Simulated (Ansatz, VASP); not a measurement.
**Al2O3: VASP beside Ansatz**

```
Al O
1.0
     2.40401    1.38796    4.37372
    -2.40401    1.38796    4.37372
     0.00000   -2.77591    4.37372
Al O
4 6
Cartesian
  0.0000 0.0000 4.6203
  0.0000 0.0000 1.9403
  0.0000 0.0000 8.5009
  0.0000 0.0000 11.1808
  -0.9320 1.3880 7.6540
  -0.7360 -1.5011 7.6540
  1.6680 0.1131 7.6540
  0.9320 -1.3880 5.4671
  0.7360 1.5011 5.4671
  -1.6680 -0.1131 5.4671
```

Alike in both runs: functional PBE; k mesh 6 × 6 × 6; occupations gaussian, width 0.02 eV; no spin polarisation.

Ansatz relaxed the structure, and its values are those at the end. VASP's run is a single point on that final structure, the one shown.

|  | VASP | Ansatz |
| --- | --- | --- |
| version | VASP 6.6.1 | Ansatz 0.2.0 |
| potentials or method | VASP PAW PBE potentials, release 64 (Al, O), cutoff 600 eV | scalar-relativistic, plane waves, PAW |
| valence electrons in the cell | 48 | 48 |

```tsv
	VASP	Ansatz	Ansatz less VASP
gap on the k mesh at the Fermi level (eV)	5.85	5.86	+0.004
least direct gap on the mesh (eV)	5.85	5.86	+0.004
pressure (GPa)	-0.4	0.0	+0.36
rms of the force components (eV/Å)	0.003	0.001	-0.0025
```

With one functional, cell and mesh, what is left measures potentials, basis and numerics.
